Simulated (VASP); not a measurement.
# Sb (P6/mmm) in VASP: notebook

Sb is run at these levels: PBE; tasks: relaxation of shape and atoms at fixed volume.

All numbers are computed with VASP 6.6.1; they aren't measurements. Logs are shortened: lines on timing, memory, paths and dates and some standing lists are left out, and cuts for length are marked.

## Step 1: The cell of the first run

Symmetry: P6/mmm, No. 191, hexagonal system. The conventional cell has a = 4.550 Å, b = 4.550 Å, c = 2.680 Å, α = 90.00°, β = 90.00°, γ = 120.00°. Sb (site symmetry 6/mmm) has 14 Sb at 2.68 to 2.95 Å within 3.5 Å. Sb (site symmetry -6m2) has 11 Sb at 2.63 to 2.95 Å within 3.5 Å.

## Step 2: Relaxation of shape and atoms at fixed volume, PBE

The input, INCAR:

```
PREC = Accurate
ENCUT = 600
EDIFF = 1E-7
ISMEAR = 1
SIGMA = 0.15
LREAL = False
LASPH = True
NELM = 80
ALGO = Normal
ISIF = 4
LWAVE = False
LCHARG = False
GGA = PE
IBRION = 2
NSW = 50
EDIFFG = -0.005
```

The input, KPOINTS:

```
Automatic mesh
0
Gamma
  7 7 9
```

The input, POSCAR:

```
Sb
1.0
    4.5503460798      0.0000000000      0.0000000000
   -2.2751730399      3.9407153011      0.0000000000
    0.0000000000      0.0000000000      2.6804904380
Sb
3
Direct
    0.0000000000      0.0000000000      0.0000000000
    0.3333333333      0.6666666667      0.5000000000
    0.6666666667      0.3333333333      0.5000000000
```

Potentials or basis: VASP PAW PBE potentials, release 64 (Sb).

Started as:

```console
> cat potpaw_PBE.64/Sb/POTCAR > POTCAR
> mpirun -np 1 vasp_std > vasp.out
```

OUTCAR:

```text
PREC = Accurate
   ENCUT = 600
   EDIFF = 1E-7
   ISMEAR = 1
   LREAL = False
   LASPH = True
   NELM = 80
   ISIF = 4
   GGA = PE
   IBRION = 2
   NSW = 50
   EDIFFG = -0.005

 ion  position               nearest neighbor table
   1  0.000  0.000  0.000-   2 2.95   3 2.95   2 2.95   3 2.95   2 2.95   2 2.95   3 2.95   3 2.95
                             3 2.95   3 2.95   2 2.95   2 2.95
   2  0.333  0.667  0.500-   3 2.63   3 2.63   3 2.63   1 2.95   1 2.95   1 2.95   1 2.95   1 2.95
                             1 2.95   3 3.75   3 3.75   3 3.75   3 3.75   3 3.75   3 3.75
   3  0.667  0.333  0.500-   2 2.63   2 2.63   2 2.63   1 2.95   1 2.95   1 2.95   1 2.95   1 2.95
                             1 2.95   2 3.75   2 3.75   2 3.75   2 3.75   2 3.75   2 3.75

  LATTYP: Found a hexagonal cell.
 ALAT       =     4.5503460798
 C/A-ratio  =     0.5890739717

  Lattice vectors:

 A1 = (   4.5503460798,   0.0000000000,   0.0000000000)
 A2 = (  -2.2751730399,   3.9407153011,   0.0000000000)
 A3 = (   0.0000000000,   0.0000000000,   2.6804904380)

Analysis of symmetry for initial positions (statically):
=====================================================================
 Subroutine PRICEL returns:
 Original cell was already a primitive cell.

 Routine SETGRP: Setting up the symmetry group for a
 hexagonal supercell.

 Subroutine GETGRP returns: Found 24 space group operations
 (whereof 24 operations were pure point group operations)
 out of a pool of 24 trial point group operations.

The static configuration has the point symmetry D_6h.

Analysis of symmetry for dynamics (positions and initial velocities):
=====================================================================
 Subroutine PRICEL returns:
 Original cell was already a primitive cell.

 Routine SETGRP: Setting up the symmetry group for a
 hexagonal supercell.

 Subroutine GETGRP returns: Found 24 space group operations
 (whereof 24 operations were pure point group operations)
 out of a pool of 24 trial point group operations.

The dynamic configuration has the point symmetry D_6h.

 Subroutine INISYM returns: Found 24 space group operations
 (whereof 24 operations are pure point group operations),
 and found     1 'primitive' translations

----------------------------------------------------------------------------------------

                                     Primitive cell

  volume of cell :      48.0655

  direct lattice vectors                    reciprocal lattice vectors
     4.550346080  0.000000000  0.000000000     0.219763504  0.126880518  0.000000000
    -2.275173040  3.940715301  0.000000000     0.000000000  0.253761037  0.000000000
     0.000000000  0.000000000  2.680490438     0.000000000  0.000000000  0.373066058

  length of vectors
     4.550346080  4.550346080  2.680490438     0.253761037  0.253761037  0.373066058

  position of ions in fractional coordinates (direct lattice)
     0.000000000  0.000000000  0.000000000
     0.333333333  0.666666667  0.500000000
     0.666666667  0.333333333  0.500000000

  ion indices of the primitive-cell ions
   primitive index   ion index
                 1           1
                 2           2
                 3           3

----------------------------------------------------------------------------------------

 KPOINTS: Automatic mesh

Automatic generation of k-mesh.
 Grid dimensions read from file:
 generate k-points for:    7    7    9

 Generating k-lattice:

  Cartesian coordinates                     Fractional coordinates (reciprocal lattice)
     0.031394786  0.018125788  0.000000000     0.142857143  0.000000000  0.000000000
     0.000000000  0.036251577  0.000000000     0.000000000  0.142857143  0.000000000
     0.000000000  0.000000000  0.041451784     0.000000000  0.000000000  0.111111111

  Length of vectors
     0.036251577  0.036251577  0.041451784

  Shift w.r.t. Gamma in fractional coordinates (k-lattice)
     0.000000000  0.000000000  0.000000000

 Subroutine IBZKPT returns following result:
 ===========================================

 Found     40 irreducible k-points:

 Following reciprocal coordinates:
            Coordinates               Weight
  0.000000  0.000000  0.000000      1.000000
  0.142857  0.000000  0.000000      6.000000
  0.285714 -0.000000  0.000000      6.000000
  0.428571  0.000000  0.000000      6.000000
  0.142857  0.142857  0.000000      6.000000
  0.285714  0.142857  0.000000     12.000000
[... 16 lines left out ...]
  0.428571  0.142857  0.222222     12.000000
  0.285714  0.285714  0.222222     12.000000
 [... further k-points ...]
   k-points           NKPTS =     40   k-points in BZ     NKDIM =     40   number of bands    NBANDS=     11
   number of dos      NEDOS =    301   number of ions     NIONS =      3
   total plane-waves  NPLWV =  31104
   dimension x,y,z NGX =    36 NGY =   36 NGZ =   24
   dimension x,y,z NGXF=    72 NGYF=   72 NGZF=   48
   ions per type =               3
   NGX,Y,Z   is equivalent  to a cutoff of  13.15, 13.15, 14.88 a.u.
   NGXF,Y,Z  is equivalent  to a cutoff of  26.31, 26.31, 29.77 a.u.
 SYSTEM =  unknown system
   PREC   = accura    normal or accurate (medium, high low for compatibility)
   ISTART =      0    job   : 0-new  1-cont  2-samecut
   ICHARG =      2    charge: 1-file 2-atom 10-const
   ISPIN  =      1    spin polarized calculation?
   LNONCOLLINEAR =      F non collinear calculations
   LSORBIT =      F    spin-orbit coupling
   LASPH  =      T    aspherical Exc in radial PAW
   ENCUT  =  600.0 eV  44.10 Ry    6.64 a.u.   9.09  9.09  5.35*2*pi/ulx,y,z
   NELM   =     80;   NELMIN=  2; NELMDL= -5     # of ELM steps
   EDIFF  = 0.1E-06   stopping-criterion for ELM
   LREAL  =      F    real-space projection
   EDIFFG = -.5E-02   stopping-criterion for IOM
   NSW    =     50    number of steps for IOM
   IBRION =      2    ionic relax: 0-MD 1-quasi-New 2-CG
   NFREE  =      1    steps in history (QN), initial steepest desc. (CG)
   ISIF   =      4    stress and relaxation
   ISYM   =      2    0-nonsym 1-usesym 2-fastsym
   POTIM  = 0.5000    time-step for ionic-motion
   TEBEG  =    0.0;   TEEND  =   0.0 temperature during run
   PSTRESS=    0.0 pullay stress
   NELECT =      15.0000    total number of electrons
   NUPDOWN=      -1.0000    fix difference up-down
   EMIN   =  10.00;   EMAX   =-10.00  energy-range for DOS
   EFERMI =   0.00;   METHOD = LEGACY
   ISMEAR =     1;   SIGMA  =   0.15  broadening in eV -4-tet -1-fermi 0-gaus
   EFERMI_NEDOS =   21; number of points for ismear=-14 and -15
   IALGO  =     38    algorithm
   IMIX   =      4    mixing-type and parameters
     AMIX     =   0.40;   BMIX     =  1.00
     AMIX_MAG =   1.60;   BMIX_MAG =  1.00
  volume/ion in A,a.u.               =      16.02       108.12
  Fermi-wavevector in a.u.,A,eV,Ry     =   1.110437  2.098422 16.776946  1.233071
  Thomas-Fermi vector in A             =   2.246989
   LORBIT       =      0    0 simple, 1 ext, 2 COOP (PROOUT), +10 PAW based schemes
   GGA     = PE    functional components
   LHFCALC =     F    Hartree Fock is set to
   AEXX    =    0.0000 exact exchange contribution
   IVDW    =     0    specifies the selected vdW correction
   LEPSILON=     F    determine dielectric tensor
   LRPA    =     F    only Hartree local field effects (RPA)
 conjugate gradient relaxation of ions
 non-spin polarized calculation
 Methfessel and Paxton  Order N= 1 SIGMA  =   0.15
  energy-cutoff  :      600.00
  volume of cell :       48.07
 maximum number of plane-waves:      1618
   NGX = 19   NGY = 19   NGZ = 11

--------------------------------------- Ionic step        1  -------------------------------------------

 number of electron      14.9999999 magnetization

 Free energy of the ion-electron system (eV)
  ---------------------------------------------------
  ext. energy  EPLUGINS =         0.00000000
  ---------------------------------------------------
  free energy    TOTEN  =        -4.34461232 eV

  energy without entropy =       -4.34360573  energy(sigma->0) =       -4.34427679

------------------------ aborting loop because EDIFF is reached ----------------------------------------

  FORCE on cell =-STRESS in cart. coord.  units (eV):
  Direction    XX          YY          ZZ          XY          YZ          ZX
  --------------------------------------------------------------------------------------
  -------------------------------------------------------------------------------------
  Total       33.1683017     33.1683017     35.0214115      0.0000000     -0.0000000     -0.0000000
  in kB     1105.6051829   1105.6051828   1167.3752391      0.0000000     -0.0000000     -0.0000000
  external PRESSURE =    1126.1952016 kB  Pullay stress =       0.0000000 kB
[... 207 lines left out ...]
  energy  without entropy=       -4.3492988149  energy(sigma->0) =       -4.35031791

--------------------------------------- Ionic step        7  -------------------------------------------

 number of electron      15.0000000 magnetization

 Free energy of the ion-electron system (eV)
  ---------------------------------------------------
  ext. energy  EPLUGINS =         0.00000000
  ---------------------------------------------------
  free energy    TOTEN  =        -4.35082939 eV

  energy without entropy =       -4.34935456  energy(sigma->0) =       -4.35033778

 E-fermi :  17.3648     XC(G=0): -12.6523

 val. band max:       17.3600816150   @ k =   0.1429   0.1429   0.4444
 cond. band min:      17.3904615805   @ k =   0.2857   0.1429   0.1111
 fundamental gap:      0.0303799655
 Fermi energy:        17.3648316203

 k-point     1 :       0.0000    0.0000    0.0000
  band No.  band energies     occupation
      1      -1.1883      2.00000
      2       8.5754      2.00000
      3       8.6704      2.00000
      4      10.1507      2.00000
      5      10.1507      2.00000
      6      10.3916      2.00000
      7      10.3916      2.00000
      8      19.4300     -0.00000
      9      23.8564      0.00000
     10      27.5940      0.00000
     11      27.5940      0.00000
[... 309 lines left out ...]
 k-point    24 :       0.2857    0.2857    0.2222
  band No.  band energies     occupation
      1       2.5655      2.00000
      2       4.0596      2.00000
      3       4.1785      2.00000
      4      13.1142      2.00000
      5      13.5289      2.00000
      6      15.3891      2.00000
      7      16.2637      2.00000
      8      16.7398      2.00000
      9      17.2614      1.91249
     10      21.6632      0.00000
     11      21.9375      0.00000

 [... further k-points ...]
[... 5 lines left out ...]
  --------------------------------------------------------------------------------------
  -------------------------------------------------------------------------------------
  Total       33.8409148     33.8409148     33.8402514      0.0000000      0.0000000      0.0000000
  in kB     1128.0255228   1128.0255228   1128.0034074      0.0000000      0.0000000      0.0000000
  external PRESSURE =    1128.0181510 kB  Pullay stress =       0.0000000 kB
[... 18 lines left out ...]
  FREE ENERGIE OF THE ION-ELECTRON SYSTEM (eV)
  ---------------------------------------------------
  free  energy   TOTEN  =        -4.3508293921 eV

  energy  without entropy=       -4.3493545559  energy(sigma->0) =       -4.35033778

 reached required accuracy - stopping structural energy minimisation
```

Wall time 65 s (1 thread of Intel Xeon Platinum 8259CL at 2.50GHz (Skylake/Cascade Lake), shared host); peak memory 0.18 GiB.

Results:

| Property | Result |
| --- | --- |
| Free energy | -4.3508 eV |
| Energy gained by relaxing | 2.1 meV/atom |
| Ionic steps | 7 |
| Pressure after relaxing | 112.8 GPa |

Step by step:
```
step  energy change (eV)  largest force (eV/Å)  pressure (GPa)  volume (Å³)
   1              0.0000                0.0000          112.62        48.07
   2              0.0034                0.0000          113.09        48.07
   3             -0.0058                0.0000          112.83        48.07
   4             -0.0061                0.0000          112.82        48.07
   5             -0.0062                0.0000          112.78        48.07
   6             -0.0062                0.0000          112.81        48.07
   7             -0.0062                0.0000          112.80        48.07
```

Final structure:
```
Sb
1.0
     4.53556    0.00000    0.00000
    -2.26778    3.92791    0.00000
     0.00000    0.00000    2.69799
Sb
3
Direct
  0.00000 0.00000 0.00000
  0.33333 0.66667 0.50000
  0.66667 0.33333 0.50000
```

Levels at points of the mesh, in eV from the Fermi level:
| k point | band 6 | band 7 | band 8 | band 9 | band 10 | band 11 |
| --- | --- | --- | --- | --- | --- | --- |
| (0.00, 0.00, 0.00) | -6.97 | -6.97 | 2.07 | 6.49 | 10.23 | 10.23 |

Caveat: spin-orbit coupling is left out, which moves the levels of the heavy elements.

(Continued in part 2 of 2.)
